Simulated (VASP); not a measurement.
# Mg (I4/mmm) in VASP: a series of runs

Runs on Mg. Level: PBE. Tasks: single point.

All numbers are computed with VASP 6.6.1; they aren't measurements. Logs are shortened: lines on timing, memory, paths and dates and some standing lists are left out, and cuts for length are marked.

## Step 1: The cell of the first run

Symmetry: I4/mmm, No. 139, tetragonal system. The conventional cell has a = 3.360 Å, b = 3.360 Å, c = 3.744 Å, α = 90.00°, β = 90.00°, γ = 90.00°. Mg (site symmetry 4/mmm) has 14 Mg at 3.02 to 3.74 Å within 4.0 Å.

## Step 2: Single point, PBE (volume 21.138 Å^3 an atom, c/a of the conventional cell 1.1142)

Input file INCAR:

```
PREC = Accurate
ENCUT = 520
EDIFF = 1E-7
ISMEAR = 0
SIGMA = 0.15
LREAL = F
LASPH = T
NELM = 60
ALGO = Fast
ISIF = 2
LWAVE = F
LCHARG = F
GGA = PE
NBANDS = 7
```

Input file KPOINTS:

```
regular mesh
0
Gamma
  20 20 20
```

Input file POSCAR:

```
Mg
1.0
   -1.6801455887      1.6801455887      1.8720182150
    1.6801455887     -1.6801455887      1.8720182150
    1.6801455887      1.6801455887     -1.8720182150
Mg
1
Direct
    0.0000000000      0.0000000000      0.0000000000
```

Potentials or basis: VASP PAW PBE potentials, release 64 (Mg).

On the command line:

```
$ cat potpaw_PBE.64/Mg/POTCAR > POTCAR
$ mpirun -np 1 vasp_std > vasp.out
```

OUTCAR:

```text
PREC = Accurate
   ENCUT = 520
   EDIFF = 1E-7
   ISMEAR = 0
   LREAL = F
   LASPH = T
   NELM = 60
   ISIF = 2
   GGA = PE

 ion  position               nearest neighbor table
   1  0.000  0.000  0.000-

  LATTYP: Found a body centered tetragonal cell.
 ALAT       =     3.3602911774
 C/A-ratio  =     1.1142000000

  Lattice vectors:

 A1 = (  -1.6801455887,   1.6801455887,   1.8720182150)
 A2 = (   1.6801455887,  -1.6801455887,   1.8720182150)
 A3 = (   1.6801455887,   1.6801455887,  -1.8720182150)

Analysis of symmetry for initial positions (statically):
=====================================================================
 Subroutine PRICEL returns:
 Original cell was already a primitive cell.

 Routine SETGRP: Setting up the symmetry group for a
 body centered tetragonal supercell.

 Subroutine GETGRP returns: Found 16 space group operations
 (whereof 16 operations were pure point group operations)
 out of a pool of 16 trial point group operations.

The static configuration has the point symmetry D_4h.

Analysis of symmetry for dynamics (positions and initial velocities):
=====================================================================
 Subroutine PRICEL returns:
 Original cell was already a primitive cell.

 Routine SETGRP: Setting up the symmetry group for a
 body centered tetragonal supercell.

 Subroutine GETGRP returns: Found 16 space group operations
 (whereof 16 operations were pure point group operations)
 out of a pool of 16 trial point group operations.

The dynamic configuration has the point symmetry D_4h.

 Subroutine INISYM returns: Found 16 space group operations
 (whereof 16 operations are pure point group operations),
 and found     1 'primitive' translations

----------------------------------------------------------------------------------------

                                     Primitive cell

  volume of cell :      21.1380

  direct lattice vectors                    reciprocal lattice vectors
    -1.680145589  1.680145589  1.872018215     0.000000000  0.297593258  0.267091418
     1.680145589 -1.680145589  1.872018215     0.297593258  0.000000000  0.267091418
     1.680145589  1.680145589 -1.872018215     0.297593258  0.297593258  0.000000000

  length of vectors
     3.024934809  3.024934809  3.024934809     0.399874447  0.399874447  0.420860422

  position of ions in fractional coordinates (direct lattice)
     0.000000000  0.000000000  0.000000000

  ion indices of the primitive-cell ions
   primitive index   ion index
                 1           1

----------------------------------------------------------------------------------------

 KPOINTS: regular mesh

Automatic generation of k-mesh.
 Grid dimensions read from file:
 generate k-points for:   20   20   20

 Generating k-lattice:

  Cartesian coordinates                     Fractional coordinates (reciprocal lattice)
     0.000000000  0.014879663  0.013354571     0.050000000  0.000000000  0.000000000
     0.014879663  0.000000000  0.013354571     0.000000000  0.050000000  0.000000000
     0.014879663  0.014879663  0.000000000     0.000000000  0.000000000  0.050000000

  Length of vectors
     0.019993722  0.019993722  0.021043021

  Shift w.r.t. Gamma in fractional coordinates (k-lattice)
     0.000000000  0.000000000  0.000000000

 Subroutine IBZKPT returns following result:
 ===========================================

 Found    641 irreducible k-points:

 Following reciprocal coordinates:
            Coordinates               Weight
  0.000000  0.000000  0.000000      1.000000
  0.050000  0.000000  0.000000      8.000000
  0.100000  0.000000  0.000000      8.000000
  0.150000  0.000000  0.000000      8.000000
  0.200000  0.000000  0.000000      8.000000
  0.250000 -0.000000  0.000000      8.000000
[... 16 lines left out ...]
 -0.400000  0.050000  0.000000     16.000000
 -0.350000  0.050000  0.000000     16.000000
 [... further k-points ...]
   k-points           NKPTS =    641   k-points in BZ     NKDIM =    641   number of bands    NBANDS=      7
   number of dos      NEDOS =    301   number of ions     NIONS =      1
   total plane-waves  NPLWV =  13824
   dimension x,y,z NGX =    24 NGY =   24 NGZ =   24
   dimension x,y,z NGXF=    48 NGYF=   48 NGZF=   48
   ions per type =               1
   NGX,Y,Z   is equivalent  to a cutoff of  13.19, 13.19, 13.19 a.u.
   NGXF,Y,Z  is equivalent  to a cutoff of  26.38, 26.38, 26.38 a.u.
 SYSTEM =  unknown system
   PREC   = accura    normal or accurate (medium, high low for compatibility)
   ISTART =      0    job   : 0-new  1-cont  2-samecut
   ICHARG =      2    charge: 1-file 2-atom 10-const
   ISPIN  =      1    spin polarized calculation?
   LNONCOLLINEAR =      F non collinear calculations
   LSORBIT =      F    spin-orbit coupling
   LASPH  =      T    aspherical Exc in radial PAW
   ENCUT  =  520.0 eV  38.22 Ry    6.18 a.u.   5.62  5.62  5.62*2*pi/ulx,y,z
   NELM   =     60;   NELMIN=  2; NELMDL= -5     # of ELM steps
   EDIFF  = 0.1E-06   stopping-criterion for ELM
   LREAL  =      F    real-space projection
   EDIFFG = 0.1E-05   stopping-criterion for IOM
   NSW    =      0    number of steps for IOM
   IBRION =     -1    ionic relax: 0-MD 1-quasi-New 2-CG
   NFREE  =      0    steps in history (QN), initial steepest desc. (CG)
   ISIF   =      2    stress and relaxation
   ISYM   =      2    0-nonsym 1-usesym 2-fastsym
   POTIM  = 0.5000    time-step for ionic-motion
   TEBEG  =    0.0;   TEEND  =   0.0 temperature during run
   PSTRESS=    0.0 pullay stress
   NELECT =       2.0000    total number of electrons
   NUPDOWN=      -1.0000    fix difference up-down
   EMIN   =  10.00;   EMAX   =-10.00  energy-range for DOS
   EFERMI =   0.00;   METHOD = LEGACY
   ISMEAR =     0;   SIGMA  =   0.15  broadening in eV -4-tet -1-fermi 0-gaus
   EFERMI_NEDOS =   21; number of points for ismear=-14 and -15
   IALGO  =     68    algorithm
   IMIX   =      4    mixing-type and parameters
     AMIX     =   0.40;   BMIX     =  1.00
     AMIX_MAG =   1.60;   BMIX_MAG =  1.00
  volume/ion in A,a.u.               =      21.14       142.65
  Fermi-wavevector in a.u.,A,eV,Ry     =   0.745985  1.409708  7.571559  0.556494
  Thomas-Fermi vector in A             =   1.841700
   LORBIT       =      0    0 simple, 1 ext, 2 COOP (PROOUT), +10 PAW based schemes
   GGA     = PE    functional components
   LHFCALC =     F    Hartree Fock is set to
   AEXX    =    0.0000 exact exchange contribution
   IVDW    =     0    specifies the selected vdW correction
   LEPSILON=     F    determine dielectric tensor
   LRPA    =     F    only Hartree local field effects (RPA)
 non-spin polarized calculation
 RMM-DIIS sequential band-by-band and
 Gauss-broadening in eV      SIGMA  =   0.15
  energy-cutoff  :      520.00
  volume of cell :       21.14
 maximum number of plane-waves:       595
   NGX = 11   NGY = 11   NGZ = 11

 number of electron       2.0000000 magnetization

 Free energy of the ion-electron system (eV)
  ---------------------------------------------------
  ext. energy  EPLUGINS =         0.00000000
  ---------------------------------------------------
  free energy    TOTEN  =        -1.46552300 eV

  energy without entropy =       -1.46090911  energy(sigma->0) =       -1.46321606

 E-fermi :   3.1174     XC(G=0):  -8.7527

 val. band max:        3.1149420900   @ k =  -0.4000   0.4500   0.3000
 cond. band min:       3.1228743061   @ k =  -0.3000   0.4500   0.3000
 fundamental gap:      0.0079322160
 Fermi energy:         3.1174089325

 k-point     1 :       0.0000    0.0000    0.0000
  band No.  band energies     occupation
      1      -4.2130      2.00000
      2      16.0968      0.00000
      3      16.0968      0.00000
      4      17.6383      0.00000
      5      18.2574      0.00000
      6      18.6980      0.00000
      7      18.9650      0.00000

 k-point     2 :       0.0500    0.0000    0.0000
  band No.  band energies     occupation
      1      -4.1527      2.00000
      2      15.3534      0.00000
      3      15.8703      0.00000
      4      17.1484      0.00000
      5      17.9284      0.00000
      6      18.6461      0.00000
      7      18.9906      0.00000

 k-point     3 :       0.1000    0.0000    0.0000
  band No.  band energies     occupation
      1      -3.9718      2.00000
      2      13.7418      0.00000
      3      15.3752      0.00000
      4      16.7666      0.00000
      5      17.2366      0.00000
      6      18.2699      0.00000
      7      19.1724      0.00000

 k-point     4 :       0.1500    0.0000    0.0000
  band No.  band energies     occupation
      1      -3.6712      2.00000
      2      11.9889      0.00000
      3      14.8248      0.00000
      4      16.3851      0.00000
      5      16.4893      0.00000
      6      17.7969      0.00000
      7      19.2495      0.00000

 k-point     5 :       0.2000    0.0000    0.0000
  band No.  band energies     occupation
      1      -3.2520      2.00000
      2      10.2643      0.00000
      3      14.3044      0.00000
      4      15.7962      0.00000
      5      15.9713      0.00000
      6      17.3293      0.00000
      7      19.2343      0.00000
[... 161 lines left out ...]
 k-point    22 :      -0.4500    0.0500   -0.0000
  band No.  band energies     occupation
      1       0.1358      2.00000
      2       3.4958      0.00036
      3      12.1880      0.00000
      4      13.5025      0.00000
      5      15.2557      0.00000
      6      16.2692      0.00000
      7      19.9834      0.00000

 k-point    23 :      -0.4000    0.0500    0.0000
  band No.  band energies     occupation
      1      -0.7881      2.00000
      2       4.8194      0.00000
      3      12.4607      0.00000
      4      13.6221      0.00000
      5      15.5285      0.00000
      6      16.3168      0.00000
      7      19.4674      0.00000

 k-point    24 :      -0.3500    0.0500    0.0000
  band No.  band energies     occupation
      1      -1.6100      2.00000
      2       6.2457      0.00000
      3      12.8287      0.00000
      4      13.8451      0.00000
      5      15.8868      0.00000
      6      16.4223      0.00000
      7      19.0910      0.00000

 [... further k-points ...]
[... 5 lines left out ...]
  --------------------------------------------------------------------------------------
  -------------------------------------------------------------------------------------
  Total        0.4185038      0.4185038      0.4903904      0.0000000     -0.0000000      0.0000000
  in kB       31.7209400     31.7209400     37.1696658      0.0000000     -0.0000000      0.0000000
  external PRESSURE =      33.5371819 kB  Pullay stress =       0.0000000 kB

 VOLUME and BASIS-vectors are now :
 -----------------------------------------------------------------------------
  energy-cutoff  :      520.00
  volume of cell :       21.14
      direct lattice vectors                 reciprocal lattice vectors
    -1.680145589  1.680145589  1.872018215     0.000000000  0.297593258  0.267091418
     1.680145589 -1.680145589  1.872018215     0.297593258  0.000000000  0.267091418
     1.680145589  1.680145589 -1.872018215     0.297593258  0.297593258  0.000000000

 POSITION                                       TOTAL-FORCE (eV/Angst)
 -----------------------------------------------------------------------------------
      0.00000      0.00000      0.00000         0.000000      0.000000      0.000000
 -----------------------------------------------------------------------------------
    total drift:                                0.000000     -0.000000     -0.000000

  FREE ENERGIE OF THE ION-ELECTRON SYSTEM (eV)
  ---------------------------------------------------
  free  energy   TOTEN  =        -1.4655230050 eV

  energy  without entropy=       -1.4609091060  energy(sigma->0) =       -1.46321606
```

Run time: 18 s. Hardware: 1 thread of Intel Xeon 6975P-C (Granite Rapids), shared host; peak memory 0.21 GiB.

Results:

| Item | Value |
| --- | --- |
| Free energy | -1.4655 eV |
| Pressure | 3.4 GPa |
| Band gap on the k mesh | zero (band 1 reaches 5.72 eV, above the bottom of band 2 at 1.98 eV) |

## Step 3: Single point, PBE (volume 21.138 Å^3 an atom, c/a of the conventional cell 0.8227)

Input file INCAR:

```
  ALGO = Normal
  EDIFF = 1E-6
  ENCUT = 520
  GGA = PE
  ISIF = 2
  ISMEAR = 0
  LASPH = True
  LCHARG = False
  LREAL = False
  LWAVE = False
  NBANDS = 7
  NELM = 60
  PREC = Accurate
  SIGMA = 0.15
```

Input file KPOINTS:

```
k-points
0
Gamma
  20 20 20
```

Input file POSCAR:

```
Mg
1.0
   -1.8588918998      1.8588918998      1.5293103660
    1.8588918998     -1.8588918998      1.5293103660
    1.8588918998      1.8588918998     -1.5293103660
Mg
1
Direct
    0.0000000000      0.0000000000      0.0000000000
```

Potentials or basis: VASP PAW PBE potentials, release 64 (Mg).

On the command line:

```
$ cat potpaw_PBE.64/Mg/POTCAR > POTCAR
$ mpirun -np 1 vasp_std > vasp.out
```

Wall time 15 s (1 thread of Intel Xeon 6975P-C (Granite Rapids), shared host); peak memory 0.21 GiB.

Results (log left out):

* Free energy: -1.4456 eV
* Pressure: 4.0 GPa
* Band gap on the k mesh: zero (band 1 reaches 5.85 eV, above the bottom of band 2 at 1.28 eV)

Stress tensor (GPa, compression positive):
```
2.76 0.00 0.00
0.00 2.76 0.00
0.00 0.00 6.48
```

Levels at points of the mesh, in eV from the Fermi level:
| k point | band 1 | band 2 | band 3 | band 4 | band 5 |
| --- | --- | --- | --- | --- | --- |
| (0.00, 0.00, 0.00) | -7.29 | 11.08 | 13.51 | 13.60 | 13.60 |
| (0.50, 0.00, 0.00) | -1.18 | -0.27 | 7.97 | 9.13 | 9.69 |
| (0.50, 0.50, 0.00) | -2.14 | -1.80 | 11.86 | 12.87 | 13.04 |
| (0.50, 0.50, 0.50) | 2.64 | 2.64 | 3.13 | 3.90 | 7.83 |

(Continued in part 2 of 2.)
